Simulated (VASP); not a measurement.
Crystal: CdSe (Cadmoselite).

```xyz
4
Lattice="4.2122 0.0000 0.0000 -2.1061 3.6479 0.0000 0.0000 0.0000 6.8767" Properties=species:S:1:pos:R:3 pbc="T T T"
Cd    2.1061    1.2160    3.4383
Cd    0.0000    2.4319    0.0000
Se    2.1061    1.2160    6.0859
Se    0.0000    2.4319    2.6475
```

Base run:

* Program: VASP 6.6.1
* Functional: r2SCAN
* Potentials or basis: VASP PAW PBE potentials, release 64 (Cd, Se)
* Cutoff: 520 eV
* k mesh: 7 × 7 × 4
* Occupations: fermi-dirac, width 0.05 eV
* Spin: no spin polarisation

Its results: band gap on the k mesh 1.33 eV, direct; pressure 6.1 GPa; largest force 0.358 eV/Å.

Problem. The run is repeated on the same cell with these changes: functional from r2SCAN to RPBE; dispersion from none to D4. What comes out?

Solution. Band gap on the k mesh 1.01 eV, direct; pressure 5.1 GPa; largest force 0.365 eV/Å.

Several settings changed at once, so the effect can't be laid on one alone.

Caveats: the PAW data sets were made with another functional, which shifts forces and pressure a little.

